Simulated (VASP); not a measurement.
Ta, 1 atom in the cell. It takes space group Im-3m (No. 229, cubic). Conventional cell: a = 3.212 Å, b = 3.212 Å, c = 3.212 Å, α = 90.00°, β = 90.00°, γ = 90.00°. Within 3.7 Å of Ta (site symmetry m-3m) lie 14 Ta at 2.78 to 3.21 Å. 

| Quantity | Value |
| --- | --- |
| Program | VASP 6.6.1 |
| Task | single point |
| Functional | r2SCAN |
| Potentials or basis | VASP PAW PBE potentials, release 64 (Ta_pv) |
| Cutoff | 520 eV |
| k mesh | 11 × 11 × 11 |
| Occupations | fermi-dirac, width 0.05 eV |
| Spin | no spin polarisation |
| Dipole correction | no |
| Further INCAR settings | ALGO = Normal; EDIFF = 1e-06; NBANDS = 12 |

Potentials or basis: VASP PAW PBE potentials, release 64 (Ta_pv).

Run with:

```bash
$ cat potpaw_PBE.64/Ta_pv/POTCAR > POTCAR
$ cp INCAR.step1 INCAR
$ mpirun -np 1 vasp_std > vasp.out
$ cp INCAR.step2 INCAR
$ mpirun -np 1 vasp_std > vasp.out
```

Hardware: 1 thread of Intel(R) Xeon(R) 6975P-C (Granite Rapids), with other jobs on the host.

Question: How long does it take, and how much memory?

Answer: Run time: 72 s on 1 thread of Intel(R) Xeon(R) 6975P-C (Granite Rapids), on a shared host, peak memory 0.19 GiB. Counts: k points 366.
